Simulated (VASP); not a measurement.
Input of a VASP 6.6.1 run:

File INCAR:

```
PREC = Accurate ; ENCUT = 520
EDIFF = 1E-7 ; ISMEAR = -1
SIGMA = 0.1 ; LREAL = False
LASPH = True ; NELM = 60
ALGO = Normal ; ISIF = 2
LWAVE = False ; LCHARG = True
GGA = RE ; LELF = True
LVHAR = True ; NBANDS = 19
```

Contents of KPOINTS:

```
Automatic mesh
0
Gamma
  12 12 7
```

Contents of POSCAR:

```
Ti
1.0
    2.9599311518      0.0000000000      0.0000000000
   -1.4799655759      2.5633755709      0.0000000000
    0.0000000000      0.0000000000      4.6883257217
Ti
2
Direct
    0.3333333333      0.6666666667      0.2500000000
    0.6666666667      0.3333333333      0.7500000000
```

Potentials or basis: VASP PAW PBE potentials, release 64 (Ti_sv).

Command:

```console
$ cat potpaw_PBE.64/Ti_sv/POTCAR > POTCAR
$ mpirun -np 1 vasp_std > vasp.out
```

(1) Predict the pressure.

(2) Predict the band gap on the k mesh.

Results:

(1) -0.3 GPa.

(2) zero (band 12 reaches 8.94 eV, above the bottom of band 13 at 7.87 eV).

Caveat: the PAW data sets were made with another functional, which shifts forces and pressure a little.
